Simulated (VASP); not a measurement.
# PbO (P4/nmm) in VASP: relaxation of shape and atoms at fixed volume with r2SCAN

Aim: the relaxation of shape and atoms at fixed volume of PbO with r2SCAN.

All numbers are computed with VASP 6.6.1; they aren't measurements. Logs are shortened: lines on timing, memory, paths and dates and some standing lists are left out, and cuts for length are marked.

### Step 1. The cell of the first run

Symmetry: P4/nmm, No. 129, tetragonal system. The conventional cell has a = 4.028 Å, b = 4.028 Å, c = 5.607 Å, α = 90.00°, β = 90.00°, γ = 90.00°. Within 3.1 Å of Pb (site symmetry 4mm) lie 4 O at 2.34 Å. O (site symmetry -4m2) has 4 Pb at 2.34 Å and 4 O at 2.85 Å within 3.1 Å.

### Step 2. Relaxation of shape and atoms at fixed volume, r2SCAN (volume scaled by 1.070)

The input, POSCAR:

```
PbO
1.0
    4.0276228530      0.0000000000      0.0000000000
    0.0000000000      4.0276228530      0.0000000000
    0.0000000000      0.0000000000      5.6065567284
Pb O
2 2
Direct
    0.5000000000      0.0000000000      0.2142578532
    0.0000000000      0.5000000000      0.7857421468
    0.0000000000      0.0000000000      0.0000000000
    0.5000000000      0.5000000000      0.0000000000
```

The input, INCAR.step1:

```
SYSTEM = PbO
  PREC = Accurate
  ENCUT = 600
  ISMEAR = 0
  SIGMA = 0.05
  LREAL = .FALSE.
  LASPH = .TRUE.
  NELM = 100
  GGA = PE
  ALGO = Normal
  EDIFF = 1E-4
  LWAVE = .TRUE.
  LCHARG = .FALSE.
```

The input, INCAR.step2:

```
SYSTEM = PbO
  PREC = Accurate
  ENCUT = 600
  EDIFF = 1E-6
  ISMEAR = 0
  SIGMA = 0.05
  LREAL = .FALSE.
  LASPH = .TRUE.
  NELM = 100
  ALGO = Normal
  ISIF = 4
  LWAVE = .FALSE.
  LCHARG = .FALSE.
  METAGGA = R2SCAN
  LMIXTAU = .TRUE.
  IBRION = 2
  NSW = 60
  EDIFFG = -0.01
  ISTART = 1
```

The input, KPOINTS:

```
regular mesh
0
G
  6 6 4
  0 0 0
```

Potentials or basis: VASP PAW PBE potentials, release 64 (Pb_d, O).

Run with:

```sh
$ cat potpaw_PBE.64/Pb_d/POTCAR potpaw_PBE.64/O/POTCAR > POTCAR
$ cp INCAR.step1 INCAR
$ mpirun -np 1 vasp_std > vasp.out
$ cp INCAR.step2 INCAR
$ mpirun -np 1 vasp_std > vasp.out
```

OUTCAR:

```text
SYSTEM = PbO
   PREC = Accurate
   ENCUT = 600
   EDIFF = 1E-6
   ISMEAR = 0
   LREAL = .FALSE.
   LASPH = .TRUE.
   NELM = 100
   ISIF = 4
   METAGGA = R2SCAN
   IBRION = 2
   NSW = 60
   EDIFFG = -0.01
   ISTART = 1

 ion  position               nearest neighbor table
   1  0.500  0.000  0.214-   3 2.34   4 2.34   4 2.34   3 2.34   2 3.73   2 3.73   2 3.73   2 3.73

   2  0.000  0.500  0.786-   3 2.34   4 2.34   3 2.34   4 2.34   1 3.73   1 3.73   1 3.73   1 3.73

   3  0.000  0.000  0.000-   1 2.34   2 2.34   2 2.34   1 2.34
   4  0.500  0.500  0.000-   1 2.34   2 2.34   1 2.34   2 2.34

  LATTYP: Found a simple tetragonal cell.
 ALAT       =     4.0276228530
 C/A-ratio  =     1.3920262480

  Lattice vectors:

 A1 = (   4.0276228530,   0.0000000000,   0.0000000000)
 A2 = (   0.0000000000,   4.0276228530,   0.0000000000)
 A3 = (   0.0000000000,   0.0000000000,   5.6065567284)

Analysis of symmetry for initial positions (statically):
=====================================================================
 Subroutine PRICEL returns:
 Original cell was already a primitive cell.

 Routine SETGRP: Setting up the symmetry group for a
 simple tetragonal supercell.

 Subroutine GETGRP returns: Found 16 space group operations
 (whereof  8 operations were pure point group operations)
 out of a pool of 16 trial point group operations.

The static configuration has the point symmetry D_2d.
 The point group associated with its full space group is D_4h.

Analysis of symmetry for dynamics (positions and initial velocities):
=====================================================================
 Subroutine PRICEL returns:
 Original cell was already a primitive cell.

 Routine SETGRP: Setting up the symmetry group for a
 simple tetragonal supercell.

 Subroutine GETGRP returns: Found 16 space group operations
 (whereof  8 operations were pure point group operations)
 out of a pool of 16 trial point group operations.

The dynamic configuration has the point symmetry D_2d.
 The point group associated with its full space group is D_4h.

 Subroutine INISYM returns: Found 16 space group operations
 (whereof  8 operations are pure point group operations),
[... 101 lines left out ...]
   LREAL  =      F    real-space projection
   EDIFFG = -.1E-01   stopping-criterion for IOM
   NSW    =     60    number of steps for IOM
   IBRION =      2    ionic relax: 0-MD 1-quasi-New 2-CG
   NFREE  =      1    steps in history (QN), initial steepest desc. (CG)
   ISIF   =      4    stress and relaxation
   ISYM   =      2    0-nonsym 1-usesym 2-fastsym
   POTIM  = 0.5000    time-step for ionic-motion
   TEBEG  =    0.0;   TEEND  =   0.0 temperature during run
   PSTRESS=    0.0 pullay stress
   NELECT =      40.0000    total number of electrons
   NUPDOWN=      -1.0000    fix difference up-down
   EMIN   =  10.00;   EMAX   =-10.00  energy-range for DOS
   EFERMI =   0.00;   METHOD = LEGACY
   ISMEAR =     0;   SIGMA  =   0.05  broadening in eV -4-tet -1-fermi 0-gaus
   EFERMI_NEDOS =   21; number of points for ismear=-14 and -15
   IALGO  =     38    algorithm
   IMIX   =      4    mixing-type and parameters
     AMIX     =   0.40;   BMIX     =  1.00
     AMIX_MAG =   1.60;   BMIX_MAG =  1.00
  volume/ion in A,a.u.               =      22.74       153.44
  Fermi-wavevector in a.u.,A,eV,Ry     =   1.244983  2.352677 21.088808  1.549984
  Thomas-Fermi vector in A             =   2.379226
   LORBIT       =      0    0 simple, 1 ext, 2 COOP (PROOUT), +10 PAW based schemes
   METAGGA = R2SCAN    functional components
   LHFCALC =     F    Hartree Fock is set to
   AEXX    =    0.0000 exact exchange contribution
   IVDW    =     0    specifies the selected vdW correction
   LEPSILON=     F    determine dielectric tensor
   LRPA    =     F    only Hartree local field effects (RPA)
 conjugate gradient relaxation of ions
 non-spin polarized calculation
 Gauss-broadening in eV      SIGMA  =   0.05
  energy-cutoff  :      600.00
  volume of cell :       90.95
 maximum number of plane-waves:      3064
   NGX = 17   NGY = 17   NGZ = 23

--------------------------------------- Ionic step        1  -------------------------------------------

 number of electron      40.0000016 magnetization

 Free energy of the ion-electron system (eV)
  ---------------------------------------------------
  ext. energy  EPLUGINS =         0.00000000
  ---------------------------------------------------
  free energy    TOTEN  =      -129.50981980 eV

  energy without entropy =     -129.50981980  energy(sigma->0) =     -129.50981980

------------------------ aborting loop because EDIFF is reached ----------------------------------------

  FORCE on cell =-STRESS in cart. coord.  units (eV):
  Direction    XX          YY          ZZ          XY          YZ          ZX
  --------------------------------------------------------------------------------------
  -------------------------------------------------------------------------------------
  Total       -1.2157857     -1.2157857     -1.0776326      0.0000000     -0.0000000      0.0000000
  in kB      -21.4177485    -21.4177485    -18.9839901      0.0000000     -0.0000000      0.0000000
  external PRESSURE =     -20.6064957 kB  Pullay stress =       0.0000000 kB
[... 139 lines left out ...]
--------------------------------------- Ionic step        5  -------------------------------------------

 number of electron      40.0000003 magnetization

 Free energy of the ion-electron system (eV)
  ---------------------------------------------------
  ext. energy  EPLUGINS =         0.00000000
  ---------------------------------------------------
  free energy    TOTEN  =      -129.51768053 eV

  energy without entropy =     -129.51768053  energy(sigma->0) =     -129.51768053

 E-fermi :   3.9167     XC(G=0):  -9.6117

 val. band max:        3.6483448683   @ k =   0.0000   0.0000   0.0000
 cond. band min:       5.8110025189   @ k =   0.5000   0.5000   0.0000
 fundamental gap:      2.1626576506
 Fermi energy:         3.9167150074

 k-point     1 :       0.0000    0.0000    0.0000
  band No.  band energies     occupation
      1     -15.5693      2.00000
      2     -14.9784      2.00000
      3     -12.7637      2.00000
      4     -12.7637      2.00000
      5     -12.7291      2.00000
      6     -12.6998      2.00000
[... 637 lines left out ...]
     23      10.5550      0.00000
     24      10.5550      0.00000

 [... further k-points ...]

------------------------ aborting loop because EDIFF is reached ----------------------------------------

  FORCE on cell =-STRESS in cart. coord.  units (eV):
  Direction    XX          YY          ZZ          XY          YZ          ZX
  --------------------------------------------------------------------------------------
  -------------------------------------------------------------------------------------
  Total       -0.3968962     -0.3968962     -0.4013542      0.0000000      0.0000000      0.0000000
  in kB       -6.9918758     -6.9918758     -7.0704097      0.0000000      0.0000000      0.0000000
  external PRESSURE =      -7.0180538 kB  Pullay stress =       0.0000000 kB
[... 19 lines left out ...]
  FREE ENERGIE OF THE ION-ELECTRON SYSTEM (eV)
  ---------------------------------------------------
  free  energy   TOTEN  =      -129.5176805287 eV

  energy  without entropy=     -129.5176805287  energy(sigma->0) =     -129.51768053

 reached required accuracy - stopping structural energy minimisation
```

OSZICAR.step1:

```text
N       E                     dE             d eps       ncg     rms          rms(c)
DAV:   1     0.470887032795E+03    0.47089E+03   -0.21555E+04  1440   0.209E+03
DAV:   2     0.396987812973E+02   -0.43119E+03   -0.42327E+03  1496   0.509E+02
DAV:   3    -0.243020729254E+02   -0.64001E+02   -0.62599E+02  2024   0.200E+02
DAV:   4    -0.263887536937E+02   -0.20867E+01   -0.20855E+01  1536   0.407E+01
DAV:   5    -0.264650185024E+02   -0.76265E-01   -0.76257E-01  2056   0.749E+00    0.126E+01
DAV:   6    -0.217373929951E+02    0.47276E+01   -0.38651E+01  2352   0.459E+01    0.566E+00
DAV:   7    -0.215498113182E+02    0.18758E+00   -0.35899E+00  1824   0.142E+01    0.267E+00
DAV:   8    -0.215626018402E+02   -0.12791E-01   -0.11155E+00  2032   0.770E+00    0.157E+00
DAV:   9    -0.215148903926E+02    0.47711E-01   -0.29173E-01  2208   0.448E+00    0.313E-01
DAV:  10    -0.215185582859E+02   -0.36679E-02   -0.26926E-02  1752   0.104E+00    0.121E-01
DAV:  11    -0.215184627836E+02    0.95502E-04   -0.66777E-03  2376   0.653E-01    0.958E-02
DAV:  12    -0.215183857843E+02    0.76999E-04   -0.49556E-04  1456   0.249E-01
   1 F= -.21518386E+02 E0= -.21518386E+02  d E =-.495025E-15
```

Run time: 26 min. Hardware: 1 thread of Oxide Virtual Turin-like, shared host; peak memory 0.24 GiB.

Results:

```
Free energy                  : -129.5177 eV
Energy gained by relaxing    : 2.0 meV/atom
Ionic steps                  : 5
Pressure after relaxing      : -0.7 GPa
Largest force after relaxing : 0.005 eV/Å
Band gap on the k mesh       : 2.16 eV, indirect (least direct gap 2.31 eV)
```

Forces in eV/Å, atoms in the order of the input:
```
Pb   0.000  0.000  0.005
Pb   0.000  0.000 -0.005
O    0.000  0.000  0.000
O    0.000  0.000  0.000
```

Step by step:
```
step  energy change (eV)  largest force (eV/Å)  pressure (GPa)  volume (Å³)
   1              0.0000                0.2929           -2.06        90.95
   2             -0.0054                0.0713           -1.35        90.95
   3             -0.0059                0.0158           -1.08        90.95
   4             -0.0068                0.0126           -0.98        90.95
   5             -0.0079                0.0054           -0.70        90.95
```

Final structure:
```
Pb O
1.0
     4.00064    0.00000    0.00000
     0.00000    4.00064    0.00000
     0.00000    0.00000    5.68243
Pb O
2 2
Cartesian
  2.0003 4.0006 1.1934
  0.0000 2.0003 4.4890
  0.0000 0.0000 0.0000
  2.0003 2.0003 0.0000
```

Levels at points of the mesh, in eV from the valence-band top:
```csv
k point,band 16,band 17,band 18,band 19,band 20,band 21,band 22,band 23,band 24
"(0.00, 0.00, 0.00)",-4.17,-1.69,-1.63,-1.63,0.00,2.31,4.70,6.44,6.44
"(0.50, 0.00, 0.00)",-3.22,-2.95,-2.95,-1.45,-1.45,3.42,3.42,6.17,6.17
"(0.50, 0.50, 0.00)",-3.48,-1.73,-1.73,-1.00,-1.00,2.16,2.16,5.59,5.59
"(0.00, 0.00, 0.50)",-4.12,-1.70,-1.65,-1.65,-0.94,2.24,4.71,5.03,5.03
"(0.50, 0.00, 0.50)",-3.45,-2.94,-2.94,-1.05,-1.05,3.12,3.12,6.91,6.91
"(0.50, 0.50, 0.50)",-3.64,-1.97,-1.97,-1.00,-1.00,4.09,4.09,4.31,4.31
```

Caveat: the cell differs from its parent crystal (volume scaled by 1.070); the PAW data sets were made with another functional, which shifts forces and pressure a little; spin-orbit coupling is left out, which moves the levels of the heavy elements.
